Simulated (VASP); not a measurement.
# Si2Bi2S (I4/mmm) in VASP: notebook

The runs below take Si2Bi2S through single point, relaxation of cell and atoms, with PBE.

Everything below comes from runs of VASP 6.6.1. Logs are shortened: lines on timing, memory, paths and dates and some standing lists are left out, and cuts for length are marked.

## Step 1: The cell of the first run

Symmetry: I4/mmm, No. 139, tetragonal system. The conventional cell has a = 4.458 Å, b = 4.458 Å, c = 11.275 Å, α = 90.00°, β = 90.00°, γ = 90.00°. Si (site symmetry 4mm) has 4 Bi at 2.62 Å and 1 Si at 2.88 Å and 4 S at 3.47 Å within 3.5 Å. Bi (site symmetry -4m2) has 4 Si at 2.62 Å and 4 Bi at 3.15 Å within 3.5 Å. Within 4.6 Å of S (site symmetry 4/mmm) lie 10 Si at 3.47 to 4.20 Å and 8 Bi at 3.59 Å and 4 S at 4.46 Å.

## Step 2: Single point, PBE

Input file INCAR:

```
SYSTEM = Si2Bi2S
PREC = Accurate ; ENCUT = 520
EDIFF = 1E-6 ; ISMEAR = 0
SIGMA = 0.1 ; LREAL = .FALSE.
LASPH = .TRUE. ; NELM = 60
ALGO = Normal ; ISIF = 2
LWAVE = .FALSE. ; LCHARG = .FALSE.
GGA = PE ; NBANDS = 30
```

Input file KPOINTS:

```
Automatic mesh
0
G
  6 6 6
  0 0 0
```

Input file POSCAR:

```
Si2Bi2S
1.0
   -2.2291476900      2.2291476900      5.6374580800
    2.2291476900     -2.2291476900      5.6374580800
    2.2291476900      2.2291476900     -5.6374580800
Si Bi S
2 2 1
Direct
    0.6278911800      0.6278911800      0.0000000000
    0.3721088200      0.3721088200      0.0000000000
    0.7500000000      0.2500000000      0.5000000000
    0.2500000000      0.7500000000      0.5000000000
    0.0000000000      0.0000000000      0.0000000000
```

Potentials or basis: VASP PAW PBE potentials, release 64 (Si, Bi_d, S).

Command:

```console
cat potpaw_PBE.64/Si/POTCAR potpaw_PBE.64/Bi_d/POTCAR potpaw_PBE.64/S/POTCAR > POTCAR
mpirun -np 1 vasp_std > vasp.out
```

OUTCAR:

```text
SYSTEM = Si2Bi2S
   PREC = Accurate
   ENCUT = 520
   EDIFF = 1E-6
   ISMEAR = 0
   LREAL = .FALSE.
   LASPH = .TRUE.
   NELM = 60
   ISIF = 2
   GGA = PE

 ion  position               nearest neighbor table
   1  0.628  0.628  0.000-   4 2.62   3 2.62   3 2.62   4 2.62   2 2.88
   2  0.372  0.372  0.000-   3 2.62   4 2.62   4 2.62   3 2.62   1 2.88
   3  0.750  0.250  0.500-   2 2.62   1 2.62   2 2.62   1 2.62   4 3.15   4 3.15   4 3.15   4 3.15

   4  0.250  0.750  0.500-   2 2.62   1 2.62   2 2.62   1 2.62   3 3.15   3 3.15   3 3.15   3 3.15

   5  0.000  0.000  0.000-

  LATTYP: Found a body centered tetragonal cell.
 ALAT       =     4.4582953800
 C/A-ratio  =     2.5289746863

  Lattice vectors:

 A1 = (  -2.2291476900,   2.2291476900,   5.6374580800)
 A2 = (   2.2291476900,  -2.2291476900,   5.6374580800)
 A3 = (   2.2291476900,   2.2291476900,  -5.6374580800)

Analysis of symmetry for initial positions (statically):
=====================================================================
 Subroutine PRICEL returns:
 Original cell was already a primitive cell.

 Routine SETGRP: Setting up the symmetry group for a
 body centered tetragonal supercell.

 Subroutine GETGRP returns: Found 16 space group operations
 (whereof 16 operations were pure point group operations)
 out of a pool of 16 trial point group operations.

The static configuration has the point symmetry D_4h.

Analysis of symmetry for dynamics (positions and initial velocities):
=====================================================================
 Subroutine PRICEL returns:
 Original cell was already a primitive cell.

 Routine SETGRP: Setting up the symmetry group for a
 body centered tetragonal supercell.

 Subroutine GETGRP returns: Found 16 space group operations
 (whereof 16 operations were pure point group operations)
 out of a pool of 16 trial point group operations.

The dynamic configuration has the point symmetry D_4h.

 Subroutine INISYM returns: Found 16 space group operations
 (whereof 16 operations are pure point group operations),
 and found     1 'primitive' translations

----------------------------------------------------------------------------------------

                                     Primitive cell

  volume of cell :     112.0524

  direct lattice vectors                    reciprocal lattice vectors
    -2.229147690  2.229147690  5.637458080     0.000000000  0.224300975  0.088692456
     2.229147690 -2.229147690  5.637458080     0.224300975  0.000000000  0.088692456
     2.229147690  2.229147690 -5.637458080     0.224300975  0.224300975  0.000000000

  length of vectors
     6.459034947  6.459034947  6.459034947     0.241199666  0.241199666  0.317209481

  position of ions in fractional coordinates (direct lattice)
     0.627891180  0.627891180  0.000000000
     0.372108820  0.372108820  0.000000000
     0.750000000  0.250000000  0.500000000
     0.250000000  0.750000000  0.500000000
     0.000000000  0.000000000  0.000000000

  ion indices of the primitive-cell ions
   primitive index   ion index
                 1           1
                 2           2
                 3           3
                 4           4
                 5           5

----------------------------------------------------------------------------------------

 KPOINTS: Automatic mesh

Automatic generation of k-mesh.
 Grid dimensions read from file:
 generate k-points for:    6    6    6

 Generating k-lattice:

  Cartesian coordinates                     Fractional coordinates (reciprocal lattice)
     0.000000000  0.037383496  0.014782076     0.166666667  0.000000000  0.000000000
     0.037383496  0.000000000  0.014782076     0.000000000  0.166666667  0.000000000
     0.037383496  0.037383496  0.000000000     0.000000000  0.000000000  0.166666667

  Length of vectors
     0.040199944  0.040199944  0.052868247

  Shift w.r.t. Gamma in fractional coordinates (k-lattice)
     0.000000000  0.000000000  0.000000000

 Subroutine IBZKPT returns following result:
 ===========================================

 Found     30 irreducible k-points:

 Following reciprocal coordinates:
            Coordinates               Weight
  0.000000  0.000000  0.000000      1.000000
  0.166667  0.000000  0.000000      8.000000
  0.333333  0.000000  0.000000      8.000000
  0.500000 -0.000000  0.000000      4.000000
  0.166667  0.166667  0.000000      8.000000
  0.333333  0.166667  0.000000     16.000000
[... 16 lines left out ...]
 -0.333333 -0.333333  0.166667      8.000000
 -0.166667 -0.333333  0.166667      8.000000
 [... further k-points ...]
   k-points           NKPTS =     30   k-points in BZ     NKDIM =     30   number of bands    NBANDS=     30
   number of dos      NEDOS =    301   number of ions     NIONS =      5
   total plane-waves  NPLWV = 110592
   dimension x,y,z NGX =    48 NGY =   48 NGZ =   48
   dimension x,y,z NGXF=    96 NGYF=   96 NGZF=   96
   ions per type =               2   2   1
   NGX,Y,Z   is equivalent  to a cutoff of  12.35, 12.35, 12.35 a.u.
   NGXF,Y,Z  is equivalent  to a cutoff of  24.71, 24.71, 24.71 a.u.
 SYSTEM =  Si2Bi2S
   PREC   = accura    normal or accurate (medium, high low for compatibility)
   ISTART =      0    job   : 0-new  1-cont  2-samecut
   ICHARG =      2    charge: 1-file 2-atom 10-const
   ISPIN  =      1    spin polarized calculation?
   LNONCOLLINEAR =      F non collinear calculations
   LSORBIT =      F    spin-orbit coupling
   LASPH  =      T    aspherical Exc in radial PAW
   ENCUT  =  520.0 eV  38.22 Ry    6.18 a.u.  12.01 12.01 12.01*2*pi/ulx,y,z
   NELM   =     60;   NELMIN=  2; NELMDL= -5     # of ELM steps
   EDIFF  = 0.1E-05   stopping-criterion for ELM
   LREAL  =      F    real-space projection
   EDIFFG = 0.1E-04   stopping-criterion for IOM
   NSW    =      0    number of steps for IOM
   IBRION =     -1    ionic relax: 0-MD 1-quasi-New 2-CG
   NFREE  =      0    steps in history (QN), initial steepest desc. (CG)
   ISIF   =      2    stress and relaxation
   ISYM   =      2    0-nonsym 1-usesym 2-fastsym
   POTIM  = 0.5000    time-step for ionic-motion
   TEBEG  =    0.0;   TEEND  =   0.0 temperature during run
   PSTRESS=    0.0 pullay stress
   NELECT =      44.0000    total number of electrons
   NUPDOWN=      -1.0000    fix difference up-down
   EMIN   =  10.00;   EMAX   =-10.00  energy-range for DOS
   EFERMI =   0.00;   METHOD = LEGACY
   ISMEAR =     0;   SIGMA  =   0.10  broadening in eV -4-tet -1-fermi 0-gaus
   EFERMI_NEDOS =   21; number of points for ismear=-14 and -15
   IALGO  =     38    algorithm
   IMIX   =      4    mixing-type and parameters
     AMIX     =   0.40;   BMIX     =  1.00
     AMIX_MAG =   1.60;   BMIX_MAG =  1.00
  volume/ion in A,a.u.               =      22.41       151.23
  Fermi-wavevector in a.u.,A,eV,Ry     =   1.198815  2.265431 19.553703  1.437157
  Thomas-Fermi vector in A             =   2.334694
   LORBIT       =      0    0 simple, 1 ext, 2 COOP (PROOUT), +10 PAW based schemes
   GGA     = PE    functional components
   LHFCALC =     F    Hartree Fock is set to
   AEXX    =    0.0000 exact exchange contribution
   IVDW    =     0    specifies the selected vdW correction
   LEPSILON=     F    determine dielectric tensor
   LRPA    =     F    only Hartree local field effects (RPA)
 non-spin polarized calculation
 Gauss-broadening in eV      SIGMA  =   0.10
  energy-cutoff  :      520.00
  volume of cell :      112.05
 maximum number of plane-waves:      3040
   NGX = 25   NGY = 25   NGZ = 25

 number of electron      44.0000004 magnetization

 Free energy of the ion-electron system (eV)
  ---------------------------------------------------
  ext. energy  EPLUGINS =         0.00000000
  ---------------------------------------------------
  free energy    TOTEN  =       -17.62367740 eV

  energy without entropy =      -17.60731458  energy(sigma->0) =      -17.61549599

 E-fermi :   7.4670     XC(G=0): -10.2805

 val. band max:        7.4319327114   @ k =   0.5000   0.1667   0.0000
 cond. band min:       7.4807617381   @ k =  -0.1667   0.5000   0.1667
 fundamental gap:      0.0488290267
 Fermi energy:         7.4669669944

 k-point     1 :       0.0000    0.0000    0.0000
  band No.  band energies     occupation
      1     -16.1133      2.00000
      2     -16.0264      2.00000
      3     -15.8661      2.00000
      4     -15.8345      2.00000
      5     -15.8345      2.00000
      6     -15.6979      2.00000
[... 22 lines left out ...]
     29      12.7489      0.00000
     30      12.7489      0.00000

 k-point     2 :       0.1667    0.0000    0.0000
  band No.  band energies     occupation
      1     -16.0755      2.00000
      2     -16.0007      2.00000
      3     -15.8478      2.00000
      4     -15.8269      2.00000
      5     -15.8253      2.00000
      6     -15.7087      2.00000
[... 22 lines left out ...]
     29      12.3438      0.00000
     30      13.0023      0.00000

 k-point     3 :       0.3333    0.0000    0.0000
  band No.  band energies     occupation
      1     -15.9700      2.00000
      2     -15.9330      2.00000
      3     -15.8165      2.00000
      4     -15.8000      2.00000
      5     -15.7912      2.00000
      6     -15.7524      2.00000
[... 22 lines left out ...]
     29      12.1906      0.00000
     30      13.0688      0.00000

 k-point     4 :       0.5000   -0.0000    0.0000
  band No.  band energies     occupation
      1     -15.8489      2.00000
      2     -15.8488      2.00000
      3     -15.8204      2.00000
      4     -15.8204      2.00000
      5     -15.7688      2.00000
      6     -15.7687      2.00000
[... 22 lines left out ...]
     29      12.2631      0.00000
     30      12.7209      0.00000

 k-point     5 :       0.1667    0.1667    0.0000
  band No.  band energies     occupation
      1     -16.0519      2.00000
      2     -15.9777      2.00000
      3     -15.8444      2.00000
      4     -15.8181      2.00000
      5     -15.7980      2.00000
      6     -15.7392      2.00000
[... 22 lines left out ...]
     29      12.3971      0.00000
     30      12.8466      0.00000
[... 526 lines left out ...]
     29      12.6021      0.00000
     30      14.1640      0.00000

 k-point    22 :      -0.1667    0.5000    0.1667
  band No.  band energies     occupation
      1     -15.9700      2.00000
      2     -15.9331      2.00000
      3     -15.8163      2.00000
      4     -15.7999      2.00000
      5     -15.7910      2.00000
      6     -15.7524      2.00000
[... 22 lines left out ...]
     29      12.3290      0.00000
     30      13.8772      0.00000

 k-point    23 :      -0.3333   -0.3333    0.1667
  band No.  band energies     occupation
      1     -16.0519      2.00000
      2     -15.9778      2.00000
      3     -15.8442      2.00000
      4     -15.8179      2.00000
      5     -15.7980      2.00000
      6     -15.7393      2.00000
[... 22 lines left out ...]
     29      12.1649      0.00000
     30      12.7309      0.00000

 k-point    24 :      -0.1667   -0.3333    0.1667
  band No.  band energies     occupation
      1     -16.0755      2.00000
      2     -16.0008      2.00000
      3     -15.8476      2.00000
      4     -15.8268      2.00000
      5     -15.8252      2.00000
      6     -15.7088      2.00000
[... 22 lines left out ...]
     29      11.6415      0.00000
     30      12.8608      0.00000

 [... further k-points ...]
[... 5 lines left out ...]
  --------------------------------------------------------------------------------------
  -------------------------------------------------------------------------------------
  Total       16.5915966     16.5915966      0.9376877      0.0000000      0.0000000      0.0000000
  in kB      237.2344518    237.2344518     13.4074997      0.0000000      0.0000000      0.0000000
  external PRESSURE =     162.6254677 kB  Pullay stress =       0.0000000 kB

 VOLUME and BASIS-vectors are now :
 -----------------------------------------------------------------------------
  energy-cutoff  :      520.00
  volume of cell :      112.05
      direct lattice vectors                 reciprocal lattice vectors
    -2.229147690  2.229147690  5.637458080     0.000000000  0.224300975  0.088692456
     2.229147690 -2.229147690  5.637458080     0.224300975  0.000000000  0.088692456
     2.229147690  2.229147690 -5.637458080     0.224300975  0.224300975  0.000000000

 POSITION                                       TOTAL-FORCE (eV/Angst)
 -----------------------------------------------------------------------------------
      0.00000      0.00000      7.07942         0.000000      0.000000     -3.811656
      0.00000      0.00000      4.19550        -0.000000     -0.000000      3.811656
     -0.00000      2.22915      2.81873        -0.000000     -0.000000     -0.000000
      2.22915     -0.00000      2.81873        -0.000000     -0.000000     -0.000000
      0.00000      0.00000      0.00000        -0.000000     -0.000000     -0.000000
 -----------------------------------------------------------------------------------
    total drift:                                0.000000     -0.000000      0.000000

  FREE ENERGIE OF THE ION-ELECTRON SYSTEM (eV)
  ---------------------------------------------------
  free  energy   TOTEN  =       -17.6236773979 eV

  energy  without entropy=      -17.6073145768  energy(sigma->0) =      -17.61549599
```

Wall time 1.8 min (1 thread of Intel Xeon Platinum 8559C (Emerald Rapids), shared host); peak memory 0.36 GiB.

Results:

- Free energy: -17.6237 eV
- Pressure: 16.3 GPa
- Largest force: 3.812 eV/Å
- Band gap on the k mesh: zero (band 22 reaches 7.85 eV, above the bottom of band 23 at 6.78 eV)

Forces in eV/Å, atoms in the order of the input:
```
Si   0.000  0.000 -3.812
Si   0.000  0.000  3.812
Bi   0.000  0.000  0.000
Bi   0.000  0.000  0.000
S    0.000  0.000  0.000
```

Caveat: spin-orbit coupling is left out, which moves the levels of the heavy elements; forces of over 1 eV/Å act on the atoms, so gaps and moduli don't describe the material at rest.

## Step 3: Single point, PBE

This run uses another cell than the first one, of 24.02 Å³/atom, 1.072 times its volume.

Input file INCAR:

```
PREC     = Accurate       # precision mode
ENCUT    = 520            # plane-wave cutoff, eV
EDIFF    = 1E-6           # SCF threshold, eV
ISMEAR   = 0              # smearing method
SIGMA    = 0.1            # smearing width, eV
LREAL    = F              # projectors in reciprocal space
LASPH    = T              # aspherical terms in the spheres
NELM     = 100            # most SCF steps
ALGO     = Normal         # electronic algorithm
ISIF     = 2              # what is computed and relaxed
LWAVE    = F              # write WAVECAR
LCHARG   = F              # write CHGCAR
GGA      = PE             # functional
NBANDS   = 30             # bands
```

Input file KPOINTS:

```
regular mesh
0
Gamma
  6 6 6
```

Input file POSCAR:

```
Si2Bi2S
1.0
   -2.6178098340      2.6178098340      4.3815378272
    2.6178098340     -2.6178098340      4.3815378272
    2.6178098340      2.6178098340     -4.3815378272
Si Bi S
2 2 1
Direct
    0.6324405504      0.6324405504      0.0000000000
    0.3675594496      0.3675594496      0.0000000000
    0.7500000000      0.2500000000      0.5000000000
    0.2500000000      0.7500000000      0.5000000000
    0.0000000000      0.0000000000      0.0000000000
```

Potentials or basis: VASP PAW PBE potentials, release 64 (Si, Bi_d, S).

Command:

```console
cat potpaw_PBE.64/Si/POTCAR potpaw_PBE.64/Bi_d/POTCAR potpaw_PBE.64/S/POTCAR > POTCAR
mpirun -np 1 vasp_std > vasp.out
```

Wall time 1.8 min (1 thread of Intel Xeon Platinum 8559C (Emerald Rapids), shared host); peak memory 0.37 GiB.

Results (log left out):

```yaml
Free_energy: -20.8191 eV
Pressure: 0.1 GPa
Band_gap_on_the_k_mesh: zero (band 22 reaches 8.25 eV, above the bottom of band 23 at 5.50 eV)
```

Stress tensor (GPa, compression positive):
```
 0.15  0.00  0.00
 0.00  0.15  0.00
 0.00  0.00 -0.13
```

Levels at points of the mesh, in eV from the Fermi level:
| k point | band 20 | band 21 | band 22 | band 23 | band 24 | band 25 |
| --- | --- | --- | --- | --- | --- | --- |
| (0.00, 0.00, 0.00) | -2.13 | -1.78 | -1.78 | -1.07 | -0.23 | 3.21 |
| (0.50, 0.00, 0.00) | -1.82 | -0.78 | -0.17 | 0.46 | 2.09 | 2.35 |
| (0.50, 0.50, 0.00) | -1.00 | -0.08 | 1.32 | 1.59 | 2.04 | 2.79 |
| (0.50, 0.50, 0.50) | -0.79 | -0.79 | -0.45 | -0.45 | -0.15 | 1.27 |

Caveat: spin-orbit coupling is left out, which moves the levels of the heavy elements.

(Part 1 of 2 ends here.)
